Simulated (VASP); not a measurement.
# AlN (P3m1) in VASP: a series of runs, part 2 of 2

VASP 6.6.1.

### 5 Single point, r2SCAN

This run uses another cell than the first one, of 11.19 Å³/atom, 1.109 times its volume.

Contents of POSCAR:

```
AlN
1.0
   -3.1066653375      0.0000000000      0.0000000000
   -1.5533326688     -2.6904511034      0.0000000000
    0.0000000000      0.0000000000     10.7068096770
Al N
4 4
Direct
    0.3333333333      0.3333333333      0.6087427045
    0.3333333333      0.3333333333      0.1437671432
    0.6666666667      0.6666666667      0.8412304851
    0.6666666667      0.6666666667      0.3762549238
    0.3333333333      0.3333333333      0.7861839792
    0.3333333333      0.3333333333      0.3212084180
    0.6666666667      0.6666666667      0.0887206374
    0.6666666667      0.6666666667      0.5536961986
```

Contents of INCAR.step1:

```
SYSTEM = AlN
PREC = Accurate ; ENCUT = 520
ISMEAR = 0 ; SIGMA = 0.05
LREAL = .False. ; LASPH = .True.
NELM = 60 ; NBANDS = 26
GGA = PE ; ALGO = Normal
EDIFF = 1E-4 ; LWAVE = .True.
LCHARG = .False.
```

Contents of INCAR.step2:

```
SYSTEM = AlN
PREC = Accurate ; ENCUT = 520
EDIFF = 1E-6 ; ISMEAR = 0
SIGMA = 0.05 ; LREAL = .False.
LASPH = .True. ; NELM = 60
ALGO = Normal ; ISIF = 2
LWAVE = .False. ; LCHARG = .True.
METAGGA = R2SCAN ; LMIXTAU = .True.
LELF = .True. ; LVHAR = .True.
NBANDS = 26 ; ISTART = 1
```

Contents of KPOINTS:

```
regular mesh
0
Gamma
  8 8 3
  0 0 0
```

Potentials or basis: VASP PAW PBE potentials, release 64 (Al, N).

On the command line:

```sh
$ cat potpaw_PBE.64/Al/POTCAR potpaw_PBE.64/N/POTCAR > POTCAR
$ cp INCAR.step1 INCAR
$ mpirun -np 1 vasp_std > vasp.out
$ cp INCAR.step2 INCAR
$ mpirun -np 1 vasp_std > vasp.out
```

OUTCAR:

```text
SYSTEM = AlN
   PREC = Accurate
   ENCUT = 520
   EDIFF = 1E-6
   ISMEAR = 0
   LREAL = .False.
   LASPH = .True.
   NELM = 60
   ISIF = 2
   METAGGA = R2SCAN
   ISTART = 1

 ion  position               nearest neighbor table
   1  0.333  0.333  0.609-   8 1.89   8 1.89   8 1.89   5 1.90   3 3.07   3 3.07   3 3.07   4 3.07
                             4 3.07   4 3.07
   2  0.333  0.333  0.144-   7 1.89   7 1.89   7 1.89   6 1.90   4 3.07   4 3.07   4 3.07
   3  0.667  0.667  0.841-   5 1.89   5 1.89   5 1.89   1 3.07   1 3.07   1 3.07
   4  0.667  0.667  0.376-   6 1.89   6 1.89   6 1.89   8 1.90   2 3.07   2 3.07   2 3.07   1 3.07
                             1 3.07   1 3.07
   5  0.333  0.333  0.786-   3 1.89   3 1.89   3 1.89   1 1.90
   6  0.333  0.333  0.321-   4 1.89   4 1.89   4 1.89   2 1.90
   7  0.667  0.667  0.089-   2 1.89   2 1.89   2 1.89
   8  0.667  0.667  0.554-   1 1.89   1 1.89   1 1.89   4 1.90

  LATTYP: Found a hexagonal cell.
 ALAT       =     3.1066653376
 C/A-ratio  =     3.4463994391

  Lattice vectors:

 A1 = (   1.5533326688,   2.6904511034,   0.0000000000)
 A2 = (  -3.1066653375,   0.0000000000,   0.0000000000)
 A3 = (   0.0000000000,   0.0000000000,  10.7068096770)

Analysis of symmetry for initial positions (statically):
=====================================================================
 Subroutine PRICEL returns:
 Original cell was already a primitive cell.

 Routine SETGRP: Setting up the symmetry group for a
 hexagonal supercell.

 Subroutine GETGRP returns: Found  6 space group operations
 (whereof  6 operations were pure point group operations)
 out of a pool of 24 trial point group operations.

The static configuration has the point symmetry C_3v.

Analysis of symmetry for dynamics (positions and initial velocities):
=====================================================================
 Subroutine PRICEL returns:
 Original cell was already a primitive cell.

 Routine SETGRP: Setting up the symmetry group for a
[... 142 lines left out ...]
   METAGGA = R2SCAN    functional components
   LHFCALC =     F    Hartree Fock is set to
   AEXX    =    0.0000 exact exchange contribution
   IVDW    =     0    specifies the selected vdW correction
   LEPSILON=     F    determine dielectric tensor
   LRPA    =     F    only Hartree local field effects (RPA)
 non-spin polarized calculation
 Gauss-broadening in eV      SIGMA  =   0.05
  energy-cutoff  :      520.00
  volume of cell :       89.49
 maximum number of plane-waves:      2440
   NGX = 11   NGY = 11   NGZ = 39

 number of electron      31.9999995 magnetization

 Free energy of the ion-electron system (eV)
  ---------------------------------------------------
  ext. energy  EPLUGINS =         0.00000000
  ---------------------------------------------------
  free energy    TOTEN  =       -75.36417860 eV

  energy without entropy =      -75.36417860  energy(sigma->0) =      -75.36417860

 E-fermi :   6.4966     XC(G=0): -11.0522

 val. band max:        6.2629360285   @ k =   0.0000   0.0000   0.0000
 cond. band min:       8.6600341619   @ k =   0.0000   0.0000   0.0000
 fundamental gap:      2.3970981334
 Fermi energy:         6.4965755651

 k-point     1 :       0.0000    0.0000    0.0000
  band No.  band energies     occupation
      1     -11.3467      2.00000
      2     -10.3319      2.00000
      3      -9.4115      2.00000
      4      -7.8152      2.00000
      5      -1.0499      2.00000
      6       1.2007      2.00000
[... 685 lines left out ...]
     25      16.1394      0.00000
     26      16.9350      0.00000

 [... further k-points ...]

------------------------ aborting loop because EDIFF is reached ----------------------------------------

  FORCE on cell =-STRESS in cart. coord.  units (eV):
  Direction    XX          YY          ZZ          XY          YZ          ZX
  --------------------------------------------------------------------------------------
  -------------------------------------------------------------------------------------
  Total       -0.7933173     -0.7933173     -7.1533239     -0.0000000      0.0000000     -0.0000000
  in kB      -14.2029271    -14.2029271   -128.0674651     -0.0000000      0.0000000     -0.0000000
  external PRESSURE =     -52.1577731 kB  Pullay stress =       0.0000000 kB

 VOLUME and BASIS-vectors are now :
 -----------------------------------------------------------------------------
  energy-cutoff  :      520.00
  volume of cell :       89.49
      direct lattice vectors                 reciprocal lattice vectors
    -3.106665337  0.000000000  0.000000000    -0.321888550  0.185842441  0.000000000
    -1.553332669 -2.690451103  0.000000000     0.000000000 -0.371684882  0.000000000
     0.000000000  0.000000000 10.706809677     0.000000000  0.000000000  0.093398503

 POSITION                                       TOTAL-FORCE (eV/Angst)
 -----------------------------------------------------------------------------------
     -1.55333     -0.89682      6.51769         0.000000      0.000000     -0.872624
     -1.55333     -0.89682      1.53929        -0.000000     -0.000000     -1.746046
     -3.10667     -1.79363      9.00689        -0.000000     -0.000000      1.793358
     -3.10667     -1.79363      4.02849        -0.000000     -0.000000     -0.871723
     -1.55333     -0.89682      8.41752         0.000000     -0.000000      0.977802
     -1.55333     -0.89682      3.43912         0.000000     -0.000000      0.910470
     -3.10667     -1.79363      0.94991         0.000000     -0.000000     -1.037970
     -3.10667     -1.79363      5.92832         0.000000     -0.000000      0.846733
 -----------------------------------------------------------------------------------
    total drift:                               -0.000000     -0.000000      0.025178

  FREE ENERGIE OF THE ION-ELECTRON SYSTEM (eV)
  ---------------------------------------------------
  free  energy   TOTEN  =       -75.3641785977 eV

  energy  without entropy=      -75.3641785977  energy(sigma->0) =      -75.36417860
```

OUTCAR.step1:

```text
SYSTEM = AlN
   PREC = Accurate
   ENCUT = 520
   ISMEAR = 0
   LREAL = .False.
   LASPH = .True.
   NELM = 60
[... 941 lines left out ...]
     -1.55333     -0.89682      3.43912        -0.000000     -0.000000      0.867240
     -3.10667     -1.79363      0.94991         0.000000      0.000000     -1.109709
     -3.10667     -1.79363      5.92832         0.000000     -0.000000      0.798030
 -----------------------------------------------------------------------------------
    total drift:                                0.000000      0.000000      0.001795

  FREE ENERGIE OF THE ION-ELECTRON SYSTEM (eV)
  ---------------------------------------------------
  free  energy   TOTEN  =       -58.1701125812 eV

  energy  without entropy=      -58.1701125812  energy(sigma->0) =      -58.17011258
```

It took 3.2 min on 1 thread of Intel Xeon Platinum 8259CL at 2.50GHz (Skylake/Cascade Lake), shared host; peak memory 0.22 GiB.

Results:

* Free energy: -75.3642 eV
* Pressure: -5.2 GPa
* Largest force: 1.793 eV/Å
* Band gap on the k mesh: 2.40 eV, direct

Forces in eV/Å, atoms in the order of the input:
```
Al   0.000  0.000 -0.873
Al   0.000  0.000 -1.746
Al   0.000  0.000  1.793
Al   0.000  0.000 -0.872
N    0.000  0.000  0.978
N    0.000  0.000  0.910
N    0.000  0.000 -1.038
N    0.000  0.000  0.847
```

Stress tensor (GPa, compression positive):
```
 -1.42   0.00   0.00
  0.00  -1.42   0.00
  0.00   0.00 -12.81
```

Caveat: the PAW data sets were made with another functional, which shifts forces and pressure a little. A k mesh can miss the band edges.

### 6 The runs side by side

| cell | gap on the mesh (eV) | pressure (GPa) | largest force (eV/Å) |
| --- | --- | --- | --- |
| a = 3.107, b = 3.107, c = 9.657 Å, angles 90.0, 90.0, 60.0°, 8 atoms | 5.11 | 10.5 | 8.55 |
| a = 3.107, b = 3.107, c = 10.207 Å, angles 90.0, 90.0, 60.0°, 8 atoms | 4.44 | -3.7 | 1.76 |
| a = 3.107, b = 3.107, c = 10.457 Å, angles 90.0, 90.0, 60.0°, 8 atoms | 3.43 | -5.0 | 2.02 |
| a = 3.107, b = 3.107, c = 10.707 Å, angles 90.0, 90.0, 60.0°, 8 atoms | 2.40 | -5.2 | 1.79 |

Alike in all rows: task single point; level r2SCAN; potentials or basis VASP PAW PBE potentials, release 64 (Al, N); no spin polarisation; k mesh 8 × 8 × 3; cutoff (eV) 520; smearing gaussian 0.05 eV.

Caveats: the PAW data sets were made with another functional, which shifts forces and pressure a little.

Total energies depend on the potentials used, so only differences within one code and one set of settings carry meaning.
